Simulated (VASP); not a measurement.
# BN (P6_3/mmc) in VASP: a series of runs

The runs below take BN through single point, with PBEsol.

All numbers are computed with VASP 6.6.1; they aren't measurements. Logs are shortened: lines on timing, memory, paths and dates and some standing lists are left out, and cuts for length are marked.

## (1) The cell of the first run

It takes space group P6_3/mmc (No. 194, hexagonal). Conventional cell: a = 2.441 Å, b = 2.441 Å, c = 6.693 Å, α = 90.00°, β = 90.00°, γ = 120.00°. B (site symmetry -6m2) has 3 N at 1.41 Å within 1.9 Å. N (site symmetry -6m2) has 3 B at 1.41 Å within 1.9 Å.

## (2) Single point, PBEsol (volume 8.631 Å^3 an atom, c/a of the conventional cell 2.7425)

INCAR reads:

```
SYSTEM = BN
ALGO     = Normal         ! electronic algorithm
EDIFF    = 1E-7           ! SCF threshold, eV
ENCUT    = 520            ! plane-wave cutoff, eV
GGA      = PS             ! functional
ISIF     = 2              ! what is computed and relaxed
ISMEAR   = 0              ! smearing method
LASPH    = .TRUE.         ! aspherical terms in the spheres
LCHARG   = .FALSE.        ! write CHGCAR
LREAL    = .FALSE.        ! projectors in reciprocal space
LWAVE    = .FALSE.        ! write WAVECAR
NBANDS   = 16             ! bands
NELM     = 60             ! most SCF steps
PREC     = Accurate       ! precision mode
SIGMA    = 0.05           ! smearing width, eV
```

KPOINTS reads:

```
k-points
0
G
  12 12 4
  0 0 0
```

POSCAR reads:

```
BN
1.0
    2.4405138689      0.0000000000      0.0000000000
   -1.2202569345      2.1135470087      0.0000000000
    0.0000000000      0.0000000000      6.6931092855
B N
2 2
Direct
    0.3333333333      0.6666666667      0.2500000000
    0.6666666667      0.3333333333      0.7500000000
    0.3333333333      0.6666666667      0.7500000000
    0.6666666667      0.3333333333      0.2500000000
```

Potentials or basis: VASP PAW PBE potentials, release 64 (B, N).

Started as:

```
$ cat potpaw_PBE.64/B/POTCAR potpaw_PBE.64/N/POTCAR > POTCAR
$ mpirun -np 1 vasp_std > vasp.out
```

OUTCAR:

```text
SYSTEM = BN
   EDIFF = 1E-7
   ENCUT = 520
   GGA = PS
   ISIF = 2
   ISMEAR = 0
   LASPH = .TRUE.
   LREAL = .FALSE.
   NELM = 60
   PREC = Accurate

 ion  position               nearest neighbor table
   1  0.333  0.667  0.250-   4 1.41   4 1.41   4 1.41
   2  0.667  0.333  0.750-   3 1.41   3 1.41   3 1.41
   3  0.333  0.667  0.750-   2 1.41   2 1.41   2 1.41
   4  0.667  0.333  0.250-   1 1.41   1 1.41   1 1.41

  LATTYP: Found a hexagonal cell.
 ALAT       =     2.4405138689
 C/A-ratio  =     2.7425000000

  Lattice vectors:

 A1 = (   2.4405138689,   0.0000000000,   0.0000000000)
 A2 = (  -1.2202569345,   2.1135470087,   0.0000000000)
 A3 = (   0.0000000000,   0.0000000000,   6.6931092855)

Analysis of symmetry for initial positions (statically):
=====================================================================
 Subroutine PRICEL returns:
 Original cell was already a primitive cell.

 Routine SETGRP: Setting up the symmetry group for a
 hexagonal supercell.

 Subroutine GETGRP returns: Found 24 space group operations
 (whereof 12 operations were pure point group operations)
 out of a pool of 24 trial point group operations.

The static configuration has the point symmetry D_3d.
 The point group associated with its full space group is D_6h.

Analysis of symmetry for dynamics (positions and initial velocities):
=====================================================================
 Subroutine PRICEL returns:
 Original cell was already a primitive cell.

 Routine SETGRP: Setting up the symmetry group for a
 hexagonal supercell.

 Subroutine GETGRP returns: Found 24 space group operations
 (whereof 12 operations were pure point group operations)
 out of a pool of 24 trial point group operations.

The dynamic configuration has the point symmetry D_3d.
 The point group associated with its full space group is D_6h.

 Subroutine INISYM returns: Found 24 space group operations
 (whereof 12 operations are pure point group operations),
 and found     1 'primitive' translations

----------------------------------------------------------------------------------------

                                     Primitive cell

  volume of cell :      34.5240

  direct lattice vectors                    reciprocal lattice vectors
     2.440513869  0.000000000  0.000000000     0.409749771  0.236569141  0.000000000
    -1.220256935  2.113547009  0.000000000     0.000000000  0.473138282  0.000000000
     0.000000000  0.000000000  6.693109286     0.000000000  0.000000000  0.149407392

  length of vectors
     2.440513869  2.440513869  6.693109286     0.473138282  0.473138282  0.149407392

  position of ions in fractional coordinates (direct lattice)
     0.333333333  0.666666667  0.250000000
     0.666666667  0.333333333  0.750000000
     0.333333333  0.666666667  0.750000000
     0.666666667  0.333333333  0.250000000

  ion indices of the primitive-cell ions
   primitive index   ion index
                 1           1
                 2           2
                 3           3
                 4           4

----------------------------------------------------------------------------------------

 KPOINTS: k-points

Automatic generation of k-mesh.
 Grid dimensions read from file:
 generate k-points for:   12   12    4

 Generating k-lattice:

  Cartesian coordinates                     Fractional coordinates (reciprocal lattice)
     0.034145814  0.019714095  0.000000000     0.083333333 -0.000000000  0.000000000
     0.000000000  0.039428190  0.000000000     0.000000000  0.083333333  0.000000000
     0.000000000  0.000000000  0.037351848     0.000000000  0.000000000  0.250000000

  Length of vectors
     0.039428190  0.039428190  0.037351848

  Shift w.r.t. Gamma in fractional coordinates (k-lattice)
     0.000000000  0.000000000  0.000000000

 Subroutine IBZKPT returns following result:
 ===========================================

 Found     57 irreducible k-points:

 Following reciprocal coordinates:
            Coordinates               Weight
  0.000000  0.000000  0.000000      1.000000
  0.083333 -0.000000  0.000000      6.000000
  0.166667  0.000000  0.000000      6.000000
  0.250000  0.000000  0.000000      6.000000
  0.333333 -0.000000  0.000000      6.000000
  0.416667 -0.000000  0.000000      6.000000
[... 16 lines left out ...]
  0.250000  0.000000  0.250000     12.000000
  0.333333 -0.000000  0.250000     12.000000
 [... further k-points ...]
   k-points           NKPTS =     57   k-points in BZ     NKDIM =     57   number of bands    NBANDS=     16
   number of dos      NEDOS =    301   number of ions     NIONS =      4
   total plane-waves  NPLWV =  16200
   dimension x,y,z NGX =    18 NGY =   18 NGZ =   50
   dimension x,y,z NGXF=    36 NGYF=   36 NGZF=  100
   ions per type =               2   2
   NGX,Y,Z   is equivalent  to a cutoff of  12.26, 12.26, 12.42 a.u.
   NGXF,Y,Z  is equivalent  to a cutoff of  24.52, 24.52, 24.84 a.u.
 SYSTEM =  BN
   PREC   = accura    normal or accurate (medium, high low for compatibility)
   ISTART =      0    job   : 0-new  1-cont  2-samecut
   ICHARG =      2    charge: 1-file 2-atom 10-const
   ISPIN  =      1    spin polarized calculation?
   LNONCOLLINEAR =      F non collinear calculations
   LSORBIT =      F    spin-orbit coupling
   LASPH  =      T    aspherical Exc in radial PAW
   ENCUT  =  520.0 eV  38.22 Ry    6.18 a.u.   4.54  4.54 12.44*2*pi/ulx,y,z
   NELM   =     60;   NELMIN=  2; NELMDL= -5     # of ELM steps
   EDIFF  = 0.1E-06   stopping-criterion for ELM
   LREAL  =      F    real-space projection
   EDIFFG = 0.1E-05   stopping-criterion for IOM
   NSW    =      0    number of steps for IOM
   IBRION =     -1    ionic relax: 0-MD 1-quasi-New 2-CG
   NFREE  =      0    steps in history (QN), initial steepest desc. (CG)
   ISIF   =      2    stress and relaxation
   ISYM   =      2    0-nonsym 1-usesym 2-fastsym
   POTIM  = 0.5000    time-step for ionic-motion
   TEBEG  =    0.0;   TEEND  =   0.0 temperature during run
   PSTRESS=    0.0 pullay stress
   NELECT =      16.0000    total number of electrons
   NUPDOWN=      -1.0000    fix difference up-down
   EMIN   =  10.00;   EMAX   =-10.00  energy-range for DOS
   EFERMI =   0.00;   METHOD = LEGACY
   ISMEAR =     0;   SIGMA  =   0.05  broadening in eV -4-tet -1-fermi 0-gaus
   EFERMI_NEDOS =   21; number of points for ismear=-14 and -15
   IALGO  =     38    algorithm
   IMIX   =      4    mixing-type and parameters
     AMIX     =   0.40;   BMIX     =  1.00
     AMIX_MAG =   1.60;   BMIX_MAG =  1.00
  volume/ion in A,a.u.               =       8.63        58.24
  Fermi-wavevector in a.u.,A,eV,Ry     =   1.266896  2.394087 21.837713  1.605027
  Thomas-Fermi vector in A             =   2.400073
   LORBIT       =      0    0 simple, 1 ext, 2 COOP (PROOUT), +10 PAW based schemes
   GGA     = PS    functional components
   LHFCALC =     F    Hartree Fock is set to
   AEXX    =    0.0000 exact exchange contribution
   IVDW    =     0    specifies the selected vdW correction
   LEPSILON=     F    determine dielectric tensor
   LRPA    =     F    only Hartree local field effects (RPA)
 non-spin polarized calculation
 Gauss-broadening in eV      SIGMA  =   0.05
  energy-cutoff  :      520.00
  volume of cell :       34.52
 maximum number of plane-waves:       952
   NGX =  9   NGY =  9   NGZ = 25

 number of electron      16.0000002 magnetization

 Free energy of the ion-electron system (eV)
  ---------------------------------------------------
  ext. energy  EPLUGINS =         0.00000000
  ---------------------------------------------------
  free energy    TOTEN  =       -36.38903750 eV

  energy without entropy =      -36.38903750  energy(sigma->0) =      -36.38903750

 E-fermi :   2.6953     XC(G=0): -10.4066

 val. band max:        2.4609727839   @ k =   0.3333   0.3333   0.5000
 cond. band min:       6.7592416905   @ k =   0.5000   0.0000   0.0000
 fundamental gap:      4.2982689066
 Fermi energy:         2.6952974879

 k-point     1 :       0.0000    0.0000    0.0000
  band No.  band energies     occupation
      1     -15.7549      2.00000
      2     -15.4766      2.00000
      3      -4.1898      2.00000
      4      -2.1472      2.00000
      5       1.2535      2.00000
      6       1.2535      2.00000
[... 8 lines left out ...]
     15      15.8764      0.00000
     16      16.3698      0.00000

 k-point     2 :       0.0833   -0.0000    0.0000
  band No.  band energies     occupation
      1     -15.6109      2.00000
      2     -15.3369      2.00000
      3      -3.9905      2.00000
      4      -1.9658      2.00000
      5       0.6749      2.00000
      6       0.7000      2.00000
[... 8 lines left out ...]
     15      15.8200      0.00000
     16      16.2927      0.00000

 k-point     3 :       0.1667    0.0000    0.0000
  band No.  band energies     occupation
      1     -15.1857      2.00000
      2     -14.9250      2.00000
      3      -3.3995      2.00000
      4      -1.4318      2.00000
      5      -0.8012      2.00000
      6      -0.7702      2.00000
[... 8 lines left out ...]
     15      17.1154      0.00000
     16      17.3329      0.00000

 k-point     4 :       0.2500    0.0000    0.0000
  band No.  band energies     occupation
      1     -14.5048      2.00000
      2     -14.2678      2.00000
      3      -2.6906      2.00000
      4      -2.6398      2.00000
      5      -2.4419      2.00000
      6      -0.5823      2.00000
[... 8 lines left out ...]
     15      18.4944      0.00000
     16      19.4687      0.00000
[... 324 lines left out ...]
 k-point    22 :       0.1667    0.0000    0.2500
  band No.  band energies     occupation
      1     -15.1494      2.00000
      2     -14.9651      2.00000
      3      -3.1597      2.00000
      4      -1.7919      2.00000
      5      -0.7922      2.00000
      6      -0.7630      2.00000
[... 8 lines left out ...]
     15      17.0263      0.00000
     16      17.0994      0.00000

 k-point    23 :       0.2500    0.0000    0.2500
  band No.  band energies     occupation
      1     -14.4716      2.00000
      2     -14.3041      2.00000
      3      -2.7031      2.00000
      4      -2.6542      2.00000
      5      -2.1884      2.00000
      6      -0.8998      2.00000
[... 8 lines left out ...]
     15      19.4831      0.00000
     16      19.5591      0.00000

 k-point    24 :       0.3333   -0.0000    0.2500
  band No.  band energies     occupation
      1     -13.6053      2.00000
      2     -13.4645      2.00000
      3      -4.5815      2.00000
      4      -4.5311      2.00000
      5      -1.1834      2.00000
      6      -1.1472      2.00000
[... 8 lines left out ...]
     15      19.8823      0.00000
     16      21.9234      0.00000

 [... further k-points ...]
[... 5 lines left out ...]
  --------------------------------------------------------------------------------------
  -------------------------------------------------------------------------------------
  Total        6.8161582      6.8161582      0.1499656     -0.0000000      0.0000000     -0.0000000
  in kB      316.3218086    316.3218086      6.9595510     -0.0000000      0.0000000     -0.0000000
  external PRESSURE =     213.2010561 kB  Pullay stress =       0.0000000 kB

 VOLUME and BASIS-vectors are now :
 -----------------------------------------------------------------------------
  energy-cutoff  :      520.00
  volume of cell :       34.52
      direct lattice vectors                 reciprocal lattice vectors
     2.440513869  0.000000000  0.000000000     0.409749771  0.236569141  0.000000000
    -1.220256935  2.113547009  0.000000000     0.000000000  0.473138282  0.000000000
     0.000000000  0.000000000  6.693109286     0.000000000  0.000000000  0.149407392

 POSITION                                       TOTAL-FORCE (eV/Angst)
 -----------------------------------------------------------------------------------
     -0.00000      1.40903      1.67328        -0.000000      0.000000      0.000000
      1.22026      0.70452      5.01983         0.000000     -0.000000      0.000000
     -0.00000      1.40903      5.01983         0.000000     -0.000000      0.000000
      1.22026      0.70452      1.67328         0.000000      0.000000      0.000000
 -----------------------------------------------------------------------------------
    total drift:                               -0.000000      0.000000      0.000000

  FREE ENERGIE OF THE ION-ELECTRON SYSTEM (eV)
  ---------------------------------------------------
  free  energy   TOTEN  =       -36.3890374978 eV

  energy  without entropy=      -36.3890374978  energy(sigma->0) =      -36.38903750
```

Run time: 29 s. Hardware: 1 thread of Intel Xeon 6975P-C, shared host; peak memory 0.15 GiB.

Results:

* Free energy: -36.3890 eV
* Pressure: 21.3 GPa
* Band gap on the k mesh: 4.30 eV, indirect (least direct gap 4.77 eV)

Stress tensor (GPa, compression positive):
```
31.63  0.00  0.00
 0.00 31.63  0.00
 0.00  0.00  0.70
```

Caveat: the PAW data sets were made with another functional, which shifts forces and pressure a little; this functional lacks dispersion, which binds the layers, so the pressure and a relaxed spacing across them are unreliable. A k mesh can miss the band edges.

(Part 1 of 2 ends here.)
